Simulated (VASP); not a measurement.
# KBF3 (P3m1) in VASP: a series of runs, part 2 of 2

VASP 6.6.1.

**3. Single point, PBE+D3(BJ), collinear spin**

This run uses another cell than the first one, of 14.85 Å³/atom.

INCAR

```
ALGO = Normal ; EDIFF = 1E-7
ENCUT = 520 ; GGA = PE
ISIF = 2 ; ISMEAR = 0
ISPIN = 2 ; IVDW = 12
LASPH = True ; LCHARG = False
LORBIT = 11 ; LREAL = False
LWAVE = False ; MAGMOM = 0 0 1 1 1
NBANDS = 28 ; NELM = 150
PREC = Accurate ; SIGMA = 0.1
```

KPOINTS

```
k-points
0
Gamma
  6 6 4
```

POSCAR

```
KBF3
1.0
    3.5704745106      0.0000000000      0.0000000000
   -1.7852372553      3.0921216297      0.0000000000
    0.0000000000      0.0000000000      6.7260125840
K B F
1 1 3
Direct
    0.3333333333      0.6666666667      0.7179284462
    0.0000000000      0.0000000000      0.2304750078
    0.0000000000      0.0000000000      0.0338936327
    0.3333333333      0.6666666667      0.2533827962
    0.6666666667      0.3333333333      0.5471508371
```

Potentials or basis: VASP PAW PBE potentials, release 64 (K_sv, B, F).

Command:

```
$ cat potpaw_PBE.64/K_sv/POTCAR potpaw_PBE.64/B/POTCAR potpaw_PBE.64/F/POTCAR > POTCAR
$ mpirun -np 1 vasp_std > vasp.out
```

OUTCAR:

```text
EDIFF = 1E-7
   ENCUT = 520
   GGA = PE
   ISIF = 2
   ISMEAR = 0
   ISPIN = 2
   IVDW = 12
   LASPH = True
   LORBIT = 11
   LREAL = False
   NELM = 150
   PREC = Accurate
 IVDW          = 12

 ion  position               nearest neighbor table
   1  0.333  0.667  0.718-   5 2.36   5 2.36   5 2.36
   2  0.000  0.000  0.230-   3 1.32
   3  0.000  0.000  0.034-   2 1.32
   4  0.333  0.667  0.253-
   5  0.667  0.333  0.547-   1 2.36   1 2.36   1 2.36

  LATTYP: Found a hexagonal cell.
 ALAT       =     3.5704745106
 C/A-ratio  =     1.8837867527

  Lattice vectors:

 A1 = (   3.5704745106,   0.0000000000,   0.0000000000)
 A2 = (  -1.7852372553,   3.0921216297,   0.0000000000)
 A3 = (   0.0000000000,   0.0000000000,   6.7260125840)

Analysis of symmetry for initial positions (statically):
=====================================================================
 Subroutine PRICEL returns:
 Original cell was already a primitive cell.

 Routine SETGRP: Setting up the symmetry group for a
 hexagonal supercell.

 Subroutine GETGRP returns: Found  6 space group operations
 (whereof  6 operations were pure point group operations)
 out of a pool of 24 trial point group operations.

The static configuration has the point symmetry C_3v.

Analysis of symmetry for dynamics (positions and initial velocities):
=====================================================================
 Subroutine PRICEL returns:
 Original cell was already a primitive cell.

 Routine SETGRP: Setting up the symmetry group for a
 hexagonal supercell.

 Subroutine GETGRP returns: Found  6 space group operations
 (whereof  6 operations were pure point group operations)
 out of a pool of 24 trial point group operations.

The dynamic configuration has the point symmetry C_3v.

Analysis of structural, dynamic, and magnetic symmetry:
[... 164 lines left out ...]

 E-fermi :   0.4993     XC(G=0):  -8.6600

 val. band max:        0.4942536713   @ k =   0.3333   0.3333   0.0000
 cond. band min:       0.4996679778   @ k =   0.3333   0.3333   0.2500
 fundamental gap:      0.0054143064
 Fermi energy:         0.4993244443

 spin component 1

 k-point     1 :       0.0000    0.0000    0.0000
  band No.  band energies     occupation
      1     -28.1805      1.00000
      2     -27.2293      1.00000
      3     -22.9607      1.00000
      4     -20.1876      1.00000
      5     -11.5802      1.00000
      6     -11.3895      1.00000
[... 733 lines left out ...]
     27      11.8320      0.00000
     28      13.9831      0.00000
 Fermi energy:         0.4993244443

 spin component 2

 k-point     1 :       0.0000    0.0000    0.0000
  band No.  band energies     occupation
      1     -28.1782      1.00000
      2     -27.1884      1.00000
      3     -22.7049      1.00000
      4     -20.0934      1.00000
      5     -11.5736      1.00000
      6     -11.3879      1.00000
[... 733 lines left out ...]
     27      11.8399      0.00000
     28      14.1556      0.00000

------------------------ aborting loop because EDIFF is reached ----------------------------------------

 Edisp (eV)   -0.55115

 E8    (eV) :    -0.2115

  FORCE on cell =-STRESS in cart. coord.  units (eV):
  Direction    XX          YY          ZZ          XY          YZ          ZX
  --------------------------------------------------------------------------------------
  -------------------------------------------------------------------------------------
  Total       0.27615     0.27615    -0.25718     0.00000    -0.00000    -0.00000
  in kB       5.95823     5.95823    -5.54890     0.00000    -0.00000    -0.00000
  external pressure =        2.12 kB  Pullay stress =        0.00 kB

 VOLUME and BASIS-vectors are now :
 -----------------------------------------------------------------------------
  energy-cutoff  :      520.00
  volume of cell :       74.26
      direct lattice vectors                 reciprocal lattice vectors
     3.570474511  0.000000000  0.000000000     0.280074818  0.161701272  0.000000000
    -1.785237255  3.092121630  0.000000000     0.000000000  0.323402544  0.000000000
     0.000000000  0.000000000  6.726012584     0.000000000  0.000000000  0.148676499

 POSITION                                       TOTAL-FORCE (eV/Angst)
 -----------------------------------------------------------------------------------
     -0.00000      2.06141      4.82880         0.000000      0.000000      0.021683
      0.00000      0.00000      1.55018         0.000000     -0.000000      0.496028
      0.00000      0.00000      0.22797         0.000000     -0.000000     -0.114526
     -0.00000      2.06141      1.70426        -0.000000     -0.000000     -0.344194
      1.78524      1.03071      3.68014        -0.000000      0.000000     -0.058991
 -----------------------------------------------------------------------------------
    total drift:                                0.000000     -0.000000      0.001987

  FREE ENERGIE OF THE ION-ELECTRON SYSTEM (eV)
  ---------------------------------------------------
  free  energy   TOTEN  =       -21.4081008233 eV

  energy  without entropy=      -21.4064835799  energy(sigma->0) =      -21.40729220

 total charge

# of ion       s       p       d       tot
------------------------------------------
    1        1.966   5.593   0.063   7.623
    2        0.724   0.803   0.000   1.527
    3        1.748   4.425   0.000   6.174
    4        1.751   4.253   0.000   6.004
    5        1.738   4.350   0.000   6.088
--------------------------------------------------
tot          7.927  19.425   0.063  27.415

 magnetization (x)

# of ion       s       p       d       tot
------------------------------------------
    1        0.000   0.001   0.000   0.001
    2        0.288   0.178   0.000   0.466
    3        0.002   0.012   0.000   0.014
    4        0.014   0.113   0.000   0.127
    5        0.002   0.051   0.000   0.052
--------------------------------------------------
tot          0.305   0.355   0.000   0.660
```

stdout:

```text
POSCAR found type information on POSCAR K B F
 POSCAR found :  3 types and       5 ions
 scaLAPACK will be used
 LDA part: xc-table for (Slater+PW92), standard interpolation
 POSCAR, INCAR and KPOINTS ok, starting setup
 FFT: planning ... GRIDC
 FFT: planning ... GRID_SOFT
 FFT: planning ... GRID
 WAVECAR not read
 entering main loop
```

Run time: 4.5 min. Hardware: 1 thread of AMD EPYC 7R43 (Zen 3), shared host; peak memory 0.25 GiB.

What came out:

| Quantity | Value |
| --- | --- |
| Free energy | -21.4081 eV |
| Pressure | 0.2 GPa |
| Largest force | 0.496 eV/Å |
| Net moment | 0.94 μB per cell |
| Site moments | K +0.00; B +0.47; F +0.01, +0.13, +0.05 μB |
| Valence electrons inside the program's atomic spheres | K 7.62; B 1.53; F 6.17, 6.00, 6.09 |
| Dispersion energy per atom | -0.110 eV |

Forces in eV/Å, atoms in the order of the input:
```
K    0.000  0.000  0.022
B    0.000  0.000  0.496
F    0.000  0.000 -0.115
F    0.000  0.000 -0.344
F    0.000  0.000 -0.059
```

Caveat: a moment this small can come from the mesh or the smearing.
